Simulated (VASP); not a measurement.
# MnF2 (P4_2/mnm) in VASP: a series of runs

MnF2 is run at these levels: LDA+U; tasks: single point.

Program: VASP 6.6.1. These are calculated values, not measurements. Logs are shortened: lines on timing, memory, paths and dates and some standing lists are left out, and cuts for length are marked.

## Step 1: The cell of the first run

The structure is tetragonal, space group P4_2/mnm (No. 136). Conventional cell: a = 4.873 Å, b = 4.873 Å, c = 3.310 Å, α = 90.00°, β = 90.00°, γ = 90.00°. Within 2.8 Å of Mn (site symmetry mmm) lie 6 F at 2.10 to 2.13 Å. Within 2.8 Å of F (site symmetry m2m) lie 3 Mn at 2.10 to 2.13 Å and 1 F at 2.69 Å.

## Step 2: Single point, LDA+U, collinear spin, ferromagnetic start

INCAR

```
SYSTEM = MnF2
PREC     = Accurate       ! precision mode
ENCUT    = 520            ! plane-wave cutoff, eV
EDIFF    = 1E-6           ! SCF threshold, eV
ISMEAR   = 0              ! smearing method
SIGMA    = 0.05           ! smearing width, eV
LREAL    = .False.        ! projectors in reciprocal space
LASPH    = .True.         ! aspherical terms in the spheres
NELM     = 150            ! most SCF steps
ALGO     = Normal         ! electronic algorithm
ISIF     = 2              ! what is computed and relaxed
LWAVE    = .False.        ! write WAVECAR
LCHARG   = .False.        ! write CHGCAR
ISPIN    = 2              ! spin polarisation
MAGMOM   = 5 5 0 0 0 0    ! initial moments
LORBIT   = 11             ! projections on sites
LMAXMIX  = 4              ! l up to which the mixer works
LDAU     = .True.         ! DFT+U
LDAUTYPE = 2            
LDAUL    = 2 -1           ! shell
LDAUU    = 4 0            ! U, eV
LDAUJ    = 0 0          
LDAUPRINT= 1            
GGA      = CA             ! functional
NBANDS   = 40             ! bands
```

KPOINTS

```
regular mesh
0
Gamma
  4 4 6
  0 0 0
```

POSCAR

```
MnF2
1.0
    4.8733996600      0.0000000000      0.0000000000
    0.0000000000      4.8733996600      0.0000000000
    0.0000000000      0.0000000000      3.3098997700
Mn F
2 4
Direct
    0.0000000000      0.0000000000      0.0000000000
    0.5000000000      0.5000000000      0.5000000000
    0.3050000000      0.3050000000      0.0000000000
    0.1950000000      0.8050000000      0.5000000000
    0.6950000000      0.6950000000      0.0000000000
    0.8050000000      0.1950000000      0.5000000000
```

Potentials or basis: VASP PAW LDA potentials, release 64 (Mn_pv, F).

Run with:

```sh
$ cat potpaw_LDA.64/Mn_pv/POTCAR potpaw_LDA.64/F/POTCAR > POTCAR
$ mpirun -np 1 vasp_std > vasp.out
```

OUTCAR:

```text
SYSTEM = MnF2
   PREC = Accurate
   ENCUT = 520
   EDIFF = 1E-6
   ISMEAR = 0
   LREAL = .False.
   LASPH = .True.
   NELM = 150
   ISIF = 2
   ISPIN = 2
   LORBIT = 11
   GGA = CA

 ion  position               nearest neighbor table
   1  0.000  0.000  0.000-   3 2.10   5 2.10   4 2.13   6 2.13   4 2.13   6 2.13
   2  0.500  0.500  0.500-   4 2.10   6 2.10   5 2.13   3 2.13   3 2.13   5 2.13
   3  0.305  0.305  0.000-   1 2.10   2 2.13   2 2.13
   4  0.195  0.805  0.500-   2 2.10   1 2.13   1 2.13
   5  0.695  0.695  0.000-   1 2.10   2 2.13   2 2.13
   6  0.805  0.195  0.500-   2 2.10   1 2.13   1 2.13

  LATTYP: Found a simple tetragonal cell.
 ALAT       =     4.8733996600
 C/A-ratio  =     0.6791767556

  Lattice vectors:

 A1 = (   4.8733996600,   0.0000000000,   0.0000000000)
 A2 = (   0.0000000000,   4.8733996600,   0.0000000000)
 A3 = (   0.0000000000,   0.0000000000,   3.3098997700)

Analysis of symmetry for initial positions (statically):
=====================================================================
 Subroutine PRICEL returns:
 Original cell was already a primitive cell.

 Routine SETGRP: Setting up the symmetry group for a
 simple tetragonal supercell.

 Subroutine GETGRP returns: Found 16 space group operations
 (whereof  8 operations were pure point group operations)
 out of a pool of 16 trial point group operations.

The static configuration has the point symmetry D_2h.
 The point group associated with its full space group is D_4h.

Analysis of symmetry for dynamics (positions and initial velocities):
=====================================================================
 Subroutine PRICEL returns:
 Original cell was already a primitive cell.

 Routine SETGRP: Setting up the symmetry group for a
 simple tetragonal supercell.

 Subroutine GETGRP returns: Found 16 space group operations
 (whereof  8 operations were pure point group operations)
 out of a pool of 16 trial point group operations.

The dynamic configuration has the point symmetry D_2h.
 The point group associated with its full space group is D_4h.

Analysis of structural, dynamic, and magnetic symmetry:
=====================================================================
 Subroutine PRICEL returns:
 Original cell was already a primitive cell.

 Routine SETGRP: Setting up the symmetry group for a
 simple tetragonal supercell.

 Subroutine GETGRP returns: Found 16 space group operations
 (whereof  8 operations were pure point group operations)
 out of a pool of 16 trial point group operations.

The overall configuration has the point symmetry D_2h.
 The point group associated with its full space group is D_4h.

[... 213 lines left out ...]
 number of electron      54.0000032 magnetization      10.0000018

 Free energy of the ion-electron system (eV)
  ---------------------------------------------------
  ext. energy  EPLUGINS =         0.00000000
  ---------------------------------------------------
  free energy    TOTEN  =       -40.06303163 eV

  energy without entropy =      -40.06303163  energy(sigma->0) =      -40.06303163

 E-fermi :   2.2491     XC(G=0): -10.4683

 val. band max:        1.8640643356   @ k =   0.0000   0.0000   0.0000
 cond. band min:       3.9749526179   @ k =   0.0000   0.0000   0.0000
 fundamental gap:      2.1108882824
 Fermi energy:         2.2491407864

 spin component 1

 k-point     1 :       0.0000    0.0000    0.0000
  band No.  band energies     occupation
      1     -46.5830      1.00000
      2     -46.5830      1.00000
      3     -46.5261      1.00000
      4     -46.5261      1.00000
      5     -46.5236      1.00000
      6     -46.5216      1.00000
[... 997 lines left out ...]
     38      11.4516      0.00000
     39      11.6029      0.00000
 Fermi energy:         2.2491407864

 spin component 2

 k-point     1 :       0.0000    0.0000    0.0000
  band No.  band energies     occupation
      1     -41.9698      1.00000
      2     -41.9698      1.00000
      3     -41.9067      1.00000
      4     -41.9067      1.00000
      5     -41.9009      1.00000
      6     -41.8980      1.00000
[... 997 lines left out ...]
     38      12.0899      0.00000
     39      12.4642      0.00000
 [bands above 39 left out]

------------------------ aborting loop because EDIFF is reached ----------------------------------------

  FORCE on cell =-STRESS in cart. coord.  units (eV):
  Direction    XX          YY          ZZ          XY          YZ          ZX
  --------------------------------------------------------------------------------------
  -------------------------------------------------------------------------------------
  Total       -1.9795613     -1.9795613     -2.4597024      0.0000000      0.0000000      0.0000000
  in kB      -40.3460149    -40.3460149    -50.1319095      0.0000000      0.0000000      0.0000000
  external PRESSURE =     -43.6079798 kB  Pullay stress =       0.0000000 kB

 VOLUME and BASIS-vectors are now :
 -----------------------------------------------------------------------------
  energy-cutoff  :      520.00
  volume of cell :       78.61
      direct lattice vectors                 reciprocal lattice vectors
     4.873399660  0.000000000  0.000000000     0.205195566  0.000000000  0.000000000
     0.000000000  4.873399660  0.000000000     0.000000000  0.205195566  0.000000000
     0.000000000  0.000000000  3.309899770     0.000000000  0.000000000  0.302123952

 POSITION                                       TOTAL-FORCE (eV/Angst)
 -----------------------------------------------------------------------------------
      0.00000      0.00000      0.00000         0.000000     -0.000000      0.000000
      2.43670      2.43670      1.65495         0.000000     -0.000000      0.000000
      1.48639      1.48639      0.00000         0.032967      0.032967      0.000000
      0.95031      3.92309      1.65495        -0.032967      0.032967      0.000000
      3.38701      3.38701      0.00000        -0.032967     -0.032967     -0.000000
      3.92309      0.95031      1.65495         0.032967     -0.032967     -0.000000
 -----------------------------------------------------------------------------------
    total drift:                                0.000000      0.000000      0.000000

  FREE ENERGIE OF THE ION-ELECTRON SYSTEM (eV)
  ---------------------------------------------------
  free  energy   TOTEN  =       -40.0630316285 eV

  energy  without entropy=      -40.0630316285  energy(sigma->0) =      -40.06303163

 total charge

# of ion       s       p       d       tot
------------------------------------------
    1        0.172   6.153   4.952  11.277
    2        0.172   6.153   4.952  11.277
    3        1.724   4.349   0.000   6.073
    4        1.724   4.349   0.000   6.073
    5        1.724   4.349   0.000   6.073
    6        1.724   4.349   0.000   6.073
--------------------------------------------------
tot          7.242  29.701   9.903  46.846

 magnetization (x)

# of ion       s       p       d       tot
------------------------------------------
    1        0.020   0.018   4.621   4.659
    2        0.020   0.018   4.621   4.659
    3        0.006   0.056   0.000   0.062
    4        0.006   0.056   0.000   0.062
    5        0.006   0.056   0.000   0.062
    6        0.006   0.056   0.000   0.062
--------------------------------------------------
tot          0.066   0.258   9.243   9.567
```

OSZICAR:

```text
N       E                     dE             d eps       ncg     rms          rms(c)
DAV:   1     0.673891522997E+03    0.67389E+03   -0.29940E+04  3896   0.153E+03
DAV:   2     0.173142222519E+02   -0.65658E+03   -0.61035E+03  4024   0.460E+02
DAV:   3    -0.402013916397E+02   -0.57516E+02   -0.56910E+02  4440   0.148E+02
DAV:   4    -0.410903365190E+02   -0.88894E+00   -0.88842E+00  4096   0.202E+01
DAV:   5    -0.411009943631E+02   -0.10658E-01   -0.10658E-01  4336   0.220E+00    0.207E+01
DAV:   6    -0.391944777752E+02    0.19065E+01   -0.14072E+01  4400   0.301E+01    0.160E+01
DAV:   7    -0.398423067301E+02   -0.64783E+00   -0.14325E+00  4000   0.100E+01    0.104E+01
DAV:   8    -0.391525623316E+02    0.68974E+00   -0.41586E-01  4208   0.636E+00    0.537E+00
DAV:   9    -0.400582498427E+02   -0.90569E+00   -0.10363E-01  4288   0.387E+00    0.102E+00
DAV:  10    -0.400627095331E+02   -0.44597E-02   -0.23610E-02  4056   0.115E+00    0.201E-01
DAV:  11    -0.400630349039E+02   -0.32537E-03   -0.15652E-03  4256   0.245E-01    0.103E-01
DAV:  12    -0.400630401243E+02   -0.52204E-05   -0.17846E-04  4160   0.972E-02    0.598E-02
DAV:  13    -0.400630239043E+02    0.16220E-04   -0.41449E-05  4200   0.409E-02    0.513E-02
DAV:  14    -0.400630294035E+02   -0.54993E-05   -0.94756E-06  3944   0.212E-02    0.605E-03
DAV:  15    -0.400630316186E+02   -0.22151E-05   -0.97143E-07  2440   0.715E-03    0.212E-03
DAV:  16    -0.400630316285E+02   -0.99044E-08   -0.12479E-07  2032   0.244E-03
   1 F= -.40063032E+02 E0= -.40063032E+02  d E =-.255592E-29  mag=    10.0000
```

stdout:

```text
POSCAR found type information on POSCAR MnF
 POSCAR found :  2 types and       6 ions
 scaLAPACK will be used
 LDA part: xc-table for (Slater(with rela. corr.)+CA(PZ))
 , standard interpolation
 POSCAR, INCAR and KPOINTS ok, starting setup
 FFT: planning ... GRIDC
 FFT: planning ... GRID_SOFT
 FFT: planning ... GRID
 WAVECAR not read
 entering main loop
```

Wall time 73 s (1 thread of Intel Xeon Platinum 8488C (Sapphire Rapids), shared host); peak memory 0.22 GiB.

What came out:

| Property | Result |
| --- | --- |
| Free energy | -40.0630 eV |
| Pressure | -4.4 GPa |
| Largest force | 0.047 eV/Å |
| Band gap on the k mesh | 2.11 eV |
| Net moment | 10.00 μB per cell |
| Site moments | Mn +4.66; F +0.06 μB |
| Valence electrons inside the program's atomic spheres | Mn 11.28; F 6.07 |

Forces in eV/Å, atoms in the order of the input:
```
Mn   0.000  0.000  0.000
Mn   0.000  0.000  0.000
F    0.033  0.033  0.000
F   -0.033  0.033  0.000
F   -0.033 -0.033  0.000
F    0.033 -0.033  0.000
```

Eigenvalues of the final occupation matrices:
```tsv
site	spin	trace	eigenvalues
site 1 d	1	4.80	0.94 0.95 0.95 0.98 0.98
site 1 d	2	0.17	0.01 0.01 0.02 0.06 0.07
site 2 d	1	4.80	0.94 0.95 0.95 0.98 0.98
site 2 d	2	0.17	0.01 0.01 0.02 0.06 0.07
```

Caveat: the cell stands under tension; the run started ferromagnetic, and an antiferromagnetic order may lie lower in energy. The state reached can hang on the start; a lower one may exist.

## Step 3: Single point, LDA+U, collinear spin, ferromagnetic start

INCAR

```
PREC = Accurate
ENCUT = 520
EDIFF = 1E-6
ISMEAR = 0
SIGMA = 0.05
LREAL = F
LASPH = T
NELM = 150
ALGO = Normal
ISIF = 2
LWAVE = F
LCHARG = F
ISPIN = 2
MAGMOM = 4.21 4.21 0.08 0.08 0.08 0.08
LORBIT = 11
LMAXMIX = 4
LDAU = T
LDAUTYPE = 2
LDAUL = 2 -1
LDAUU = 4 0
LDAUJ = 0 0
LDAUPRINT = 1
NBANDS = 40
```

KPOINTS

```
regular mesh
0
Gamma
  4 4 6
```

POSCAR is that of step 2.

Potentials or basis: VASP PAW LDA potentials, release 64 (Mn_pv, F).

Run with:

```sh
$ cat potpaw_LDA.64/Mn_pv/POTCAR potpaw_LDA.64/F/POTCAR > POTCAR
$ mpirun -np 1 vasp_std > vasp.out
```

Run time: 67 s. Hardware: 1 thread of Intel Xeon Platinum 8488C (Sapphire Rapids), shared host; peak memory 0.23 GiB.

It converged, with:

```yaml
Free_energy: -40.0630 eV
Pressure: -4.4 GPa
Largest_force: 0.047 eV/Å
Band_gap_on_the_k_mesh: 2.11 eV
Net_moment: 10.00 μB per cell
Site_moments: Mn +4.66; F +0.06 μB
Valence_electrons_inside_the_program's_atomic_spheres: Mn 11.28; F 6.07
```

Forces on the atoms (eV/Å):
```
Mn   0.000  0.000  0.000
Mn   0.000  0.000  0.000
F    0.033  0.033  0.000
F   -0.033  0.033  0.000
F   -0.033 -0.033  0.000
F    0.033 -0.033  0.000
```

Stress tensor (GPa, compression positive):
```
-4.05  0.00  0.00
 0.00 -4.05  0.00
 0.00  0.00 -5.03
```

Levels at points of the mesh, in eV from the valence-band top:
Spin up:
```tsv
k point	band 28	band 29	band 30	band 31	band 32	band 33	band 34	band 35	band 36	band 37
(0.00, 0.00, 0.00)	-2.17	-1.63	-0.58	-0.58	0.00	2.11	7.39	7.39	8.83	10.24
(0.50, 0.00, 0.00)	-2.08	-0.89	-0.89	-0.72	-0.72	4.47	4.47	8.70	8.70	10.68
(0.50, 0.50, 0.00)	-1.93	-1.28	-1.28	-0.58	-0.58	5.98	5.98	6.47	6.47	12.89
(0.00, 0.00, 0.50)	-1.90	-1.43	-1.43	-1.19	-1.19	6.69	6.69	10.41	10.41	10.61
(0.50, 0.00, 0.50)	-2.14	-1.80	-1.80	-0.31	-0.31	7.75	7.75	7.93	7.93	11.81
(0.50, 0.50, 0.50)	-2.11	-1.46	-1.46	-0.93	-0.93	7.83	7.83	8.73	8.73	9.59
```
Spin down:
| k point | band 19 | band 20 | band 21 | band 22 | band 23 | band 24 | band 25 | band 26 |
| --- | --- | --- | --- | --- | --- | --- | --- | --- |
| (0.00, 0.00, 0.00) | -3.84 | -3.44 | -3.44 | -3.14 | 2.80 | 4.08 | 4.57 | 4.75 |
| (0.50, 0.00, 0.00) | -4.20 | -4.20 | -3.47 | -3.47 | 4.26 | 4.26 | 4.91 | 4.91 |
| (0.50, 0.50, 0.00) | -3.91 | -3.91 | -3.78 | -3.78 | 4.23 | 4.23 | 4.83 | 4.83 |
| (0.00, 0.00, 0.50) | -4.07 | -4.07 | -3.84 | -3.84 | 4.66 | 4.66 | 4.68 | 4.68 |
| (0.50, 0.00, 0.50) | -3.87 | -3.87 | -3.65 | -3.65 | 4.34 | 4.34 | 4.77 | 4.77 |
| (0.50, 0.50, 0.50) | -3.62 | -3.62 | -3.54 | -3.54 | 4.68 | 4.68 | 4.68 | 4.68 |

Eigenvalues of the final occupation matrices:
```tsv
site	spin	trace	eigenvalues
site 1 d	1	4.80	0.94 0.95 0.95 0.98 0.98
site 1 d	2	0.17	0.01 0.01 0.02 0.06 0.07
site 2 d	1	4.80	0.94 0.95 0.95 0.98 0.98
site 2 d	2	0.17	0.01 0.01 0.02 0.06 0.07
```

Caveat: the cell stands under tension; the run started ferromagnetic, and an antiferromagnetic order may lie lower in energy. The state reached can hang on the start; a lower one may exist.

## Step 4: Single point, LDA+U, collinear spin, ferromagnetic start

INCAR

```
SYSTEM = MnF2
PREC = Accurate
ENCUT = 520
EDIFF = 1E-7
ISMEAR = 0
SIGMA = 0.05
LREAL = .FALSE.
LASPH = .TRUE.
NELM = 150
ALGO = Normal
ISIF = 2
LWAVE = .FALSE.
LCHARG = .FALSE.
ISPIN = 2
MAGMOM = 4.29 4.29 0.03 0.03 0.03 0.03
LORBIT = 11
NUPDOWN = 9.0
LMAXMIX = 4
LDAU = .TRUE.
LDAUTYPE = 2
LDAUL = 2 -1
LDAUU = 4 0
LDAUJ = 0 0
LDAUPRINT = 1
GGA = CA
NBANDS = 40
```

KPOINTS

```
regular mesh
0
G
  4 4 6
  0 0 0
```

POSCAR is that of step 3.

Run with:

```sh
$ cat potpaw_LDA.64/Mn_pv/POTCAR potpaw_LDA.64/F/POTCAR > POTCAR
$ mpirun -np 1 vasp_std > vasp.out
```

Run time: 76 s. Hardware: 1 thread of Intel Xeon Platinum 8488C (Sapphire Rapids), shared host; peak memory 0.23 GiB.

Results (log left out):

```
Free energy                                           : -38.0533 eV
Pressure                                              : -7.5 GPa
Largest force                                         : 0.252 eV/Å
Net moment                                            : 9.00 μB per cell
Site moments                                          : Mn +4.31; F +0.02 μB
Valence electrons inside the program's atomic spheres : Mn 11.28; F 6.06
```

Forces on the atoms (eV/Å):
```
Mn   0.000  0.000  0.000
Mn   0.000  0.000  0.000
F   -0.178 -0.178  0.000
F    0.178 -0.178  0.000
F    0.178  0.178  0.000
F   -0.178  0.178  0.000
```

Stress tensor (GPa, compression positive):
```
-7.80  0.00  0.00
 0.00 -7.80  0.00
 0.00  0.00 -6.88
```

Eigenvalues of the final occupation matrices:
| site | spin | trace | eigenvalues |
| --- | --- | --- | --- |
| site 1 d | 1 | 4.63 | 0.84 0.94 0.95 0.95 0.96 |
| site 1 d | 2 | 0.34 | 0.01 0.02 0.06 0.07 0.18 |
| site 2 d | 1 | 4.63 | 0.84 0.94 0.95 0.95 0.96 |
| site 2 d | 2 | 0.34 | 0.01 0.02 0.06 0.07 0.18 |

Caveat: the cell stands under tension; the total moment is fixed, so each spin has its own Fermi level and the state may be an excited one; the run started ferromagnetic, and an antiferromagnetic order may lie lower in energy. The state reached can hang on the start; a lower one may exist.
